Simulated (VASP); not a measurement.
# Si8O16F (a cell with a defect) in VASP: notebook

The runs below take Si8O16F (a cell with a defect) through single point, with PBE+D3(BJ).

Program: VASP 6.6.1. These are calculated values, not measurements. Logs are shortened: lines on timing, memory, paths and dates and some standing lists are left out, and cuts for length are marked.

**1. The cell of the first run**

The cell holds a defect, 25 atoms: a = 5.869 Å, b = 5.869 Å, c = 5.315 Å, α = 90.00°, β = 90.00°, γ = 90.00°.

**2. Single point, PBE+D3(BJ)**

INCAR reads:

```
SYSTEM = Si8O16F
PREC = Accurate ; ENCUT = 520
EDIFF = 1E-6 ; ISMEAR = 0
SIGMA = 0.02 ; LREAL = Auto
LASPH = .True. ; NELM = 100
ALGO = Normal ; ISIF = 2
LWAVE = .False. ; LCHARG = .False.
GGA = PE ; IVDW = 12
NBANDS = 86 ; NELECT = 136.0
```

KPOINTS reads:

```
Automatic mesh
0
Gamma
  2 2 3
  0 0 0
```

POSCAR reads:

```
Si8O16F
1.0
   -4.1501000000     -4.1501000000      0.0000000000
    4.1501000000     -4.1501000000      0.0000000000
    0.0000000000      0.0000000000      5.3150000000
Si O F
8 16 1
Direct
    0.4866847787      0.4919268210      0.0007034807
   -0.0051273463      0.4960651551      0.2523627469
    0.4960058794      0.4989891810      0.5009968015
   -0.0074686152      0.5175423484      0.7522240828
    0.0114856269      0.0073645213     -0.0054953904
    0.4975894557     -0.0090127949      0.2559770461
   -0.0096178405      0.0184867835      0.4884088429
    0.4989282186     -0.0145403725      0.7529811853
    0.1864147852      0.5203891472     -0.0057555974
    0.0819305559      0.2032307655      0.2118216369
    0.7973524734      0.4981449845      0.0061061148
   -0.0019776632      0.8157539577      0.2461845720
    0.1876770439      0.5073927134      0.5028959548
    0.0024922291      0.2051622852      0.7487783631
    0.7994006169      0.5519065806      0.5122082785
    0.0022365726      0.8180564324      0.7517258702
    0.6983718465      0.0029090865      0.0061791157
    0.4889465314      0.6876123467      0.2464891816
    0.3150145780     -0.0184347365     -0.0058342427
    0.4709086528      0.3044533867      0.2468122295
    0.6770541674     -0.0632720898      0.5160649106
    0.4873206670      0.6813979181      0.7590383819
    0.3000316860     -0.0067059830      0.5045315146
    0.4985867810      0.2965530951      0.7465569144
    0.7924928315      0.2274177731      0.3895292568
```

Potentials or basis: VASP PAW PBE potentials, release 64 (Si, O, F).

Launch:

```console
$ cat potpaw_PBE.64/Si/POTCAR potpaw_PBE.64/O/POTCAR potpaw_PBE.64/F/POTCAR > POTCAR
$ mpirun -np 1 vasp_std > vasp.out
```

OUTCAR:

```text
SYSTEM = Si8O16F
   PREC = Accurate
   ENCUT = 520
   EDIFF = 1E-6
   ISMEAR = 0
   LREAL = Auto
   LASPH = .True.
   NELM = 100
   ISIF = 2
   GGA = PE
   IVDW = 12
   NELECT = 136.0
 IVDW          = 12

 ion  position               nearest neighbor table
   1  0.487  0.492  0.001-  22 1.70  20 1.71  18 1.74   9 1.77  24 1.77  11 1.82   3 2.66   3 2.66

   2  0.995  0.496  0.252-  11 1.75  13 1.75   9 1.78  10 1.81  15 1.83  12 1.88  25 2.10   4 2.66
                             4 2.66   7 3.07
   3  0.496  0.499  0.501-  22 1.74  18 1.75  24 1.77  20 1.77  15 1.81  13 1.81  25 2.43   1 2.66
                             1 2.66
   4  0.993  0.518  0.752-   9 1.72  15 1.72  13 1.75  16 1.76  11 1.77  14 1.83   2 2.66   2 2.66

   5  0.011  0.007  0.995-  10 1.68  16 1.70  14 1.75  12 1.75  19 1.79  17 1.84   7 2.63   7 2.69
                             8 3.14
   6  0.498  0.991  0.256-  19 1.76  23 1.76  21 1.77  17 1.78  18 1.78  20 1.85  25 2.33   8 2.64
                             8 2.67
   7  0.990  0.018  0.488-  12 1.75  14 1.77  25 1.77  23 1.83  16 1.83  10 1.90  21 1.91   5 2.63
                             5 2.69   2 3.07
   8  0.499  0.985  0.753-  21 1.66  19 1.68  23 1.76  22 1.79  17 1.79  24 1.83   6 2.64   6 2.67
                             5 3.14
   9  0.186  0.520  0.994-   4 1.72   1 1.77   2 1.78
  10  0.082  0.203  0.212-   5 1.68   2 1.81   7 1.90
  11  0.797  0.498  0.006-   2 1.75   4 1.77   1 1.82
  12  0.998  0.816  0.246-   5 1.75   7 1.75   2 1.88
  13  0.188  0.507  0.503-   2 1.75   4 1.75   3 1.81
  14  0.002  0.205  0.749-   5 1.75   7 1.77   4 1.83
[... 8 lines left out ...]
  23  0.300  0.993  0.505-   6 1.76   8 1.76   7 1.83
  24  0.499  0.297  0.747-   3 1.77   1 1.77   8 1.83
  25  0.792  0.227  0.390-   7 1.77   2 2.10   6 2.33   3 2.43

  LATTYP: Found a simple tetragonal cell.
 ALAT       =     5.8691277052
 C/A-ratio  =     0.9055860201

  Lattice vectors:

 A1 = (  -4.1501000000,  -4.1501000000,   0.0000000000)
 A2 = (   4.1501000000,  -4.1501000000,   0.0000000000)
 A3 = (   0.0000000000,   0.0000000000,   5.3150000000)

Analysis of symmetry for initial positions (statically):
=====================================================================
 Subroutine PRICEL returns:
 Original cell was already a primitive cell.

 Routine SETGRP: Setting up the symmetry group for a
 simple tetragonal supercell.

 Subroutine GETGRP returns: Found  1 space group operations
 (whereof  1 operations were pure point group operations)
 out of a pool of 16 trial point group operations.

The static configuration has the point symmetry C_1 .

Analysis of symmetry for dynamics (positions and initial velocities):
=====================================================================
 Subroutine PRICEL returns:
 Original cell was already a primitive cell.

 Routine SETGRP: Setting up the symmetry group for a
 simple tetragonal supercell.

 Subroutine GETGRP returns: Found  1 space group operations
 (whereof  1 operations were pure point group operations)
 out of a pool of 16 trial point group operations.

The dynamic configuration has the point symmetry C_1 .

 Subroutine INISYM returns: Found  1 space group operations
 (whereof  1 operations are pure point group operations),
 and found     1 'primitive' translations

----------------------------------------------------------------------------------------

                                     Primitive cell

  volume of cell :     183.0840

  direct lattice vectors                    reciprocal lattice vectors
    -4.150100000 -4.150100000  0.000000000    -0.120479025 -0.120479025  0.000000000
     4.150100000 -4.150100000  0.000000000     0.120479025 -0.120479025  0.000000000
     0.000000000  0.000000000  5.315000000     0.000000000  0.000000000  0.188146754

  length of vectors
     5.869127705  5.869127705  5.315000000     0.170383071  0.170383071  0.188146754

  position of ions in fractional coordinates (direct lattice)
     0.486684779  0.491926821  0.000703481
     0.994872654  0.496065155  0.252362747
     0.496005879  0.498989181  0.500996802
     0.992531385  0.517542348  0.752224083
     0.011485627  0.007364521  0.994504610
     0.497589456  0.990987205  0.255977046
[... 17 lines left out ...]
     0.498586781  0.296553095  0.746556914
     0.792492831  0.227417773  0.389529257

  ion indices of the primitive-cell ions
   primitive index   ion index
                 1           1
                 2           2
                 3           3
                 4           4
                 5           5
                 6           6
[... 17 lines left out ...]
                24          24
                25          25

----------------------------------------------------------------------------------------

 KPOINTS: Automatic mesh

Automatic generation of k-mesh.
 Grid dimensions read from file:
 generate k-points for:    2    2    3

 Generating k-lattice:

  Cartesian coordinates                     Fractional coordinates (reciprocal lattice)
    -0.060239512 -0.060239512  0.000000000     0.500000000  0.000000000  0.000000000
     0.060239512 -0.060239512  0.000000000     0.000000000  0.500000000  0.000000000
     0.000000000  0.000000000  0.062715585     0.000000000  0.000000000  0.333333333

  Length of vectors
     0.085191535  0.085191535  0.062715585

  Shift w.r.t. Gamma in fractional coordinates (k-lattice)
     0.000000000  0.000000000  0.000000000

 Subroutine IBZKPT returns following result:
 ===========================================

 Found      8 irreducible k-points:

 Following reciprocal coordinates:
            Coordinates               Weight
  0.000000  0.000000  0.000000      1.000000
  0.500000  0.000000  0.000000      1.000000
  0.000000  0.500000  0.000000      1.000000
  0.500000  0.500000  0.000000      1.000000
  0.000000  0.000000  0.333333      2.000000
  0.500000  0.000000  0.333333      2.000000
  0.000000  0.500000  0.333333      2.000000
  0.500000  0.500000  0.333333      2.000000
   k-points           NKPTS =      8   k-points in BZ     NKDIM =      8   number of bands    NBANDS=     86
   number of dos      NEDOS =    301   number of ions     NIONS =     25
   total plane-waves  NPLWV =  92160
   dimension x,y,z NGX =    48 NGY =   48 NGZ =   40
   dimension x,y,z NGXF=    96 NGYF=   96 NGZF=   80
   ions per type =               8  16   1
   NGX,Y,Z   is equivalent  to a cutoff of  13.60, 13.60, 12.51 a.u.
   NGXF,Y,Z  is equivalent  to a cutoff of  27.19, 27.19, 25.02 a.u.
 SYSTEM =  Si8O16F
   PREC   = accura    normal or accurate (medium, high low for compatibility)
   ISTART =      0    job   : 0-new  1-cont  2-samecut
   ICHARG =      2    charge: 1-file 2-atom 10-const
   ISPIN  =      1    spin polarized calculation?
   LNONCOLLINEAR =      F non collinear calculations
   LSORBIT =      F    spin-orbit coupling
   LASPH  =      T    aspherical Exc in radial PAW
   ENCUT  =  520.0 eV  38.22 Ry    6.18 a.u.  10.91 10.91  9.88*2*pi/ulx,y,z
   NELM   =    100;   NELMIN=  2; NELMDL= -5     # of ELM steps
   EDIFF  = 0.1E-05   stopping-criterion for ELM
   LREAL  =      T    real-space projection
   EDIFFG = 0.1E-04   stopping-criterion for IOM
   NSW    =      0    number of steps for IOM
   IBRION =     -1    ionic relax: 0-MD 1-quasi-New 2-CG
   NFREE  =      0    steps in history (QN), initial steepest desc. (CG)
   ISIF   =      2    stress and relaxation
   ISYM   =      2    0-nonsym 1-usesym 2-fastsym
   POTIM  = 0.5000    time-step for ionic-motion
   TEBEG  =    0.0;   TEEND  =   0.0 temperature during run
   PSTRESS=    0.0 pullay stress
   NELECT =     136.0000    total number of electrons
   NUPDOWN=      -1.0000    fix difference up-down
   EMIN   =  10.00;   EMAX   =-10.00  energy-range for DOS
   EFERMI =   0.00;   METHOD = LEGACY
   ISMEAR =     0;   SIGMA  =   0.02  broadening in eV -4-tet -1-fermi 0-gaus
   EFERMI_NEDOS =   21; number of points for ismear=-14 and -15
   IALGO  =     38    algorithm
   IMIX   =      4    mixing-type and parameters
     AMIX     =   0.40;   BMIX     =  1.00
     AMIX_MAG =   1.60;   BMIX_MAG =  1.00
  volume/ion in A,a.u.               =       7.32        49.42
  Fermi-wavevector in a.u.,A,eV,Ry     =   1.482647  2.801796 29.908887  2.198241
  Thomas-Fermi vector in A             =   2.596407
   LORBIT       =      0    0 simple, 1 ext, 2 COOP (PROOUT), +10 PAW based schemes
   GGA     = PE    functional components
   LHFCALC =     F    Hartree Fock is set to
   AEXX    =    0.0000 exact exchange contribution
   IVDW    =    12    specifies the selected vdW correction
   LEPSILON=     F    determine dielectric tensor
   LRPA    =     F    only Hartree local field effects (RPA)
 non-spin polarized calculation
 Gauss-broadening in eV      SIGMA  =   0.02
  energy-cutoff  :      520.00
  volume of cell :      183.08
 maximum number of plane-waves:      4948
 NGX is ok and might be reduce to    48
   NGX = 21   NGY = 21   NGZ = 19

 number of electron     135.9999980 magnetization

 Free energy of the ion-electron system (eV)
  ---------------------------------------------------
  ext. energy  EPLUGINS =         0.00000000
  ---------------------------------------------------
  free energy    TOTEN  =      -170.36299836 eV

  energy without entropy =     -170.36299836  energy(sigma->0) =     -170.36299836

 E-fermi :   9.5447     XC(G=0): -12.6524

 val. band max:        9.4048601821   @ k =   0.0000   0.0000   0.3333
 cond. band min:      14.5969485433   @ k =   0.0000   0.0000   0.0000
 fundamental gap:      5.1920883612
 Fermi energy:         9.5446898650

 k-point     1 :       0.0000    0.0000    0.0000
  band No.  band energies     occupation
      1     -15.3033      2.00000
      2     -13.5191      2.00000
      3     -12.1519      2.00000
      4     -12.0737      2.00000
      5     -11.3743      2.00000
      6     -11.1512      2.00000
[... 72 lines left out ...]
     79      18.6944      0.00000
[... 580 lines left out ...]
     79      18.9093      0.00000
     80      19.1056      0.00000
 [bands above 80 left out]

------------------------ aborting loop because EDIFF is reached ----------------------------------------

 Edisp (eV)   -6.11216

 E8    (eV) :    -2.0854

  FORCE on cell =-STRESS in cart. coord.  units (eV):
  Direction    XX          YY          ZZ          XY          YZ          ZX
  --------------------------------------------------------------------------------------
  -------------------------------------------------------------------------------------
  Total      44.26626    47.67732    40.29819     1.09290     3.90341     3.95105
  in kB     387.37627   417.22661   352.65146     9.56406    34.15894    34.57582
  external pressure =      385.75 kB  Pullay stress =        0.00 kB

 VOLUME and BASIS-vectors are now :
 -----------------------------------------------------------------------------
  energy-cutoff  :      520.00
  volume of cell :      183.08
      direct lattice vectors                 reciprocal lattice vectors
    -4.150100000 -4.150100000  0.000000000    -0.120479025 -0.120479025  0.000000000
     4.150100000 -4.150100000  0.000000000     0.120479025 -0.120479025  0.000000000
     0.000000000  0.000000000  5.315000000     0.000000000  0.000000000  0.188146754

 POSITION                                       TOTAL-FORCE (eV/Angst)
 -----------------------------------------------------------------------------------
      0.02175     -4.06134      0.00374         0.006654      0.000974     -0.001424
     -2.07010     -6.18754      1.34131         0.018078     -0.031312     -0.002603
      0.01238     -4.12933      2.66280         0.005892     -0.003160     -0.011577
     -1.97125     -6.26696      3.99807        -0.008801     -0.014193      0.007758
     -0.01710     -0.07823      5.28579        -0.024081      0.009217     -0.005112
      2.04765     -6.17774      1.36052         0.023243      0.016190     -0.017186
[... 17 lines left out ...]
     -0.83846     -3.29991      3.96795        -0.022259      0.010174     -0.000971
     -2.34512     -4.23273      2.07035         0.081900      0.015622     -0.020484
 -----------------------------------------------------------------------------------
    total drift:                               -0.001773      0.008371      0.007671

  FREE ENERGIE OF THE ION-ELECTRON SYSTEM (eV)
  ---------------------------------------------------
  free  energy   TOTEN  =      -176.4751584173 eV

  energy  without entropy=     -176.4751584173  energy(sigma->0) =     -176.47515842
```

Wall time 1.9 min (1 thread of Intel Xeon Platinum 8559C (Emerald Rapids), shared host); peak memory 0.32 GiB.

Results:

```yaml
Free_energy: -176.4752 eV
Largest_force: 0.105 eV/Å
Dispersion_energy_per_atom: -0.244 eV
```

Forces in eV/Å, atoms in the order of the input:
```
Si   0.007  0.001 -0.001
Si   0.018 -0.031 -0.003
Si   0.006 -0.003 -0.012
Si  -0.009 -0.014  0.008
Si  -0.024  0.009 -0.005
Si   0.023  0.016 -0.017
Si  -0.099  0.007  0.034
Si  -0.003  0.016  0.020
O   -0.010  0.002  0.005
O    0.024 -0.004  0.025
O    0.009  0.014 -0.008
O   -0.018  0.017 -0.012
O   -0.012 -0.009  0.004
O    0.020 -0.006 -0.012
O    0.003  0.033 -0.005
O   -0.002 -0.001 -0.009
O   -0.008 -0.017  0.005
O    0.013 -0.015 -0.005
O    0.024  0.011  0.024
O   -0.032  0.012  0.010
O   -0.009 -0.051 -0.029
O    0.012 -0.022 -0.002
O    0.009  0.010  0.004
O   -0.022  0.010 -0.001
F    0.082  0.016 -0.020
```

Levels at points of the mesh, in eV from the Fermi level:
```csv
k point,band 66,band 67,band 68,band 69,band 70,band 71
"(0.00, 0.00, 0.00)",-0.88,-0.58,-0.20,5.05,5.91,6.31
"(0.50, 0.00, 0.00)",-1.24,-0.70,-0.28,5.93,6.11,6.70
"(0.00, 0.50, 0.00)",-1.38,-0.82,-0.23,5.97,6.28,6.56
"(0.50, 0.50, 0.00)",-1.30,-1.08,-0.44,6.53,6.81,6.92
```

Caveat: the k points lie up to 0.54 Å⁻¹ apart; the cell carries a net charge on a neutralising background, which shifts energy and pressure; the cell is charged against a uniform background, so pressure and absolute levels hang on convention.

**3. Single point, PBE+D3(BJ)**

INCAR reads:

```
SYSTEM = Si8O16F
  ALGO = Normal
  EDIFF = 1E-6
  ENCUT = 520
  GGA = PE
  ISIF = 2
  ISMEAR = 0
  IVDW = 12
  LASPH = .TRUE.
  LCHARG = .TRUE.
  LELF = .TRUE.
  LREAL = Auto
  LVHAR = .TRUE.
  LWAVE = .FALSE.
  NBANDS = 86
  NELECT = 136.0
  NELM = 60
  PREC = Accurate
  SIGMA = 0.02
```

KPOINTS reads:

```
k-points
0
G
  2 2 3
  0 0 0
```

POSCAR reads:

```
Si8O16F
1.0
   -4.1501000000     -4.1501000000      0.0000000000
    4.1501000000     -4.1501000000      0.0000000000
    0.0000000000      0.0000000000      5.3150000000
Si O F
8 16 1
Direct
    0.4821542854      0.4931571528     -0.0017710254
   -0.0173117515      0.4859611817      0.2586506115
    0.4969959760      0.4984352184      0.4992099718
   -0.0097913303      0.5130493241      0.7534733772
    0.0141489362     -0.0007222718     -0.0066208843
    0.4991914653     -0.0056127563      0.2495264346
    0.0023840389      0.0060716609      0.4879804327
    0.5053221609     -0.0123460880      0.7488724365
    0.1821250090      0.5073116310     -0.0040342427
    0.0764871931      0.1832207658      0.2211759172
    0.7938946049      0.4986858148      0.0032726246
    0.0030761909      0.8042318257      0.2439219191
    0.1831860678      0.4993283294      0.5023264346
   -0.0018142936      0.1994466398      0.7438005644
    0.7934143756      0.5729854702      0.5277828786
    0.0118364618      0.8149626515      0.7512274694
    0.7021830799      0.0005491434      0.0033388523
    0.4888046071      0.6889564107      0.2459555974
    0.3186634057     -0.0150386738     -0.0107742239
    0.4607337173      0.3030129394      0.2417920978
    0.6892788126     -0.0390821908      0.5057623706
    0.4810135900      0.6857438375      0.7558457197
    0.3082683550     -0.0092495362      0.5027764817
    0.4995961543      0.2980133009      0.7440818438
    0.7887649695      0.2691394183      0.3729337723
```

Potentials or basis: VASP PAW PBE potentials, release 64 (Si, O, F).

Launch:

```console
$ cat potpaw_PBE.64/Si/POTCAR potpaw_PBE.64/O/POTCAR potpaw_PBE.64/F/POTCAR > POTCAR
$ mpirun -np 1 vasp_std > vasp.out
```

Wall time 95 s (1 thread of Intel Xeon Platinum 8559C (Emerald Rapids), shared host); peak memory 0.32 GiB.

It converged, with:

* Free energy: -176.4541 eV
* Largest force: 0.079 eV/Å
* Dispersion energy per atom: -0.244 eV

Forces in eV/Å, atoms in the order of the input:
```
Si   0.020 -0.015 -0.005
Si   0.025 -0.072 -0.020
Si   0.023  0.011 -0.014
Si   0.014 -0.036  0.023
Si  -0.026  0.023 -0.013
Si   0.010  0.013  0.006
Si  -0.037  0.021  0.025
Si  -0.025  0.000  0.004
O   -0.015  0.019  0.013
O    0.014 -0.010  0.053
O    0.018  0.003 -0.016
O   -0.029  0.028 -0.008
O   -0.008 -0.012  0.002
O    0.009 -0.001 -0.001
O    0.007  0.019 -0.009
O   -0.017  0.025 -0.011
O   -0.009 -0.013 -0.007
O    0.013 -0.018 -0.001
O    0.015  0.000  0.009
O   -0.029  0.012  0.023
O   -0.011 -0.049 -0.019
O    0.021 -0.024 -0.004
O    0.001  0.006  0.005
O   -0.008  0.014  0.008
F    0.025  0.058 -0.040
```

Levels at points of the mesh, in eV from the Fermi level:
| k point | band 65 | band 66 | band 67 | band 68 | band 69 | band 70 | band 71 | band 72 |
| --- | --- | --- | --- | --- | --- | --- | --- | --- |
| (0.00, 0.00, 0.00) | -1.47 | -0.85 | -0.60 | -0.12 | 5.06 | 5.90 | 6.29 | 6.39 |
| (0.50, 0.00, 0.00) | -1.73 | -1.28 | -0.74 | -0.25 | 6.01 | 6.20 | 6.60 | 6.73 |
| (0.00, 0.50, 0.00) | -1.64 | -1.25 | -0.82 | -0.16 | 5.93 | 6.10 | 6.73 | 6.82 |
| (0.50, 0.50, 0.00) | -1.52 | -1.30 | -1.17 | -0.40 | 6.60 | 6.82 | 6.89 | 6.96 |

Caveat: the k points lie up to 0.54 Å⁻¹ apart; the cell carries a net charge on a neutralising background, which shifts energy and pressure; the cell is charged against a uniform background, so pressure and absolute levels hang on convention.
